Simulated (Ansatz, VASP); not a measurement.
## Mg3Sb2 in VASP and in Ansatz

The input POSCAR:

```
Mg3Sb2
1.0
    4.5696659247      0.0000000000      0.0000000000
   -2.2848329624      3.9574467776      0.0000000000
    0.0000000000      0.0000000000      6.8236976478
Mg Sb
3 2
Direct
    0.3333333333      0.6666666667      0.6400650755
    0.6666666667      0.3333333333      0.3599349245
    0.0000000000      0.0000000000      0.0000000000
    0.3333333333      0.6666666667      0.2247199469
    0.6666666667      0.3333333333      0.7752800531
```

The input INCAR.step1:

```
ALGO = Normal ; EDIFF = 1E-5
ENCUT = 520 ; GGA = PE
GGA_COMPAT = F ; ISIF = 2
ISMEAR = -1 ; LASPH = T
LREAL = F ; LWAVE = T
NBANDS = 16 ; NELM = 120
PREC = Accurate ; SIGMA = 0.02
```

File INCAR.step2:

```
ALGO = Normal ; EDIFF = 1E-6
ENCUT = 520 ; GGA = PE
GGA_COMPAT = F ; HFSCREEN = 0.2079
ISIF = 2 ; ISMEAR = -1
ISTART = 1 ; LASPH = T
LCHARG = T ; LELF = T
LHFCALC = T ; LREAL = F
LVHAR = T ; LWAVE = F
NBANDS = 16 ; NELM = 120
PREC = Accurate ; PRECFOCK = Normal
SIGMA = 0.02
```

The input KPOINTS:

```
k-points
0
Gamma
  6 6 2
```

Input for Ansatz:

```yaml
crystal:
  lattice:
    - [4.5696659247, 0.0, 0.0]
    - [-2.2848329624, 3.9574467776, 0.0]
    - [0.0, 0.0, 6.8236976478]
  atoms:
    - { symbol: Mg, position: [0.3333333333, 0.6666666667, 0.6400650755] }
    - { symbol: Mg, position: [0.6666666667, 0.3333333333, 0.3599349245] }
    - { symbol: Mg, position: [0.0, 0.0, 0.0] }
    - { symbol: Sb, position: [0.3333333333, 0.6666666667, 0.2247199469] }
    - { symbol: Sb, position: [0.6666666667, 0.3333333333, 0.7752800531] }
kpoints:
  mp_grid: { grid: [6, 6, 2] }
  band_path:
    path:
      - [0.0, 0.0, 0.0]
      - [0.5, 0.0, 0.0]
      - [0.3333333333, 0.3333333333, 0.0]
      - [0.0, 0.0, 0.5]
      - [0.5, 0.0, 0.5]
      - [0.3333333333, 0.3333333333, 0.5]
      - [0.0, 0.5, 0.0]
    npoints: 1
hamiltonian:
  xc: hse06
scf:
  occupations: { method: fermi_dirac, width: 0.02 }
  n_extra_bands: 5
output:
  forces: true
  stress: true
  eigenvalues: true
  write_density: true
  write_potential: true
  elf: true
  volumetric_format: npy
```

Change from the starting cell: uniaxial_z strain -5.8%.

Alike in both runs: task single point; functional HSE06; k mesh 6 × 6 × 2; occupations fermi-dirac, width 0.02 eV; no spin polarisation.

|  | VASP | Ansatz |
| --- | --- | --- |
| version | VASP 6.6.1 | Ansatz 0.2.0 |
| potentials or method | VASP PAW PBE potentials, release 64 (Mg, Sb) | plane waves, PAW |
| plane-wave cutoff (eV) | 520 | 420 |
| valence electrons in the cell | 16 | 60 |

Ansatz gave:

```
pressure (GPa)                                                : 2.8
traceless stress, the component that is largest in VASP (GPa) : 2.66
rms of the force components (eV/Å)                            : 0.027
```

Q: Estimate VASP's values.

A: Pressure (GPa): 2.3; traceless stress, the component that is largest in VASP (GPa): 2.70; rms of the force components (eV/Å): 0.017.

Atom by atom the forces differ by 0.011 eV/Å (rms over components). The functional is the same, so the differences come from potentials, cutoffs and numerics. VASP's potentials hold 16 valence electrons a cell and Ansatz's 60, so a difference there can come from the potentials and not from the codes. Ansatz's warnings: stress exchange threshold loose, stress scf threshold loose.

The k mesh is coarse, so the values compare programs but aren't converged. Neither program's run includes spin-orbit coupling.
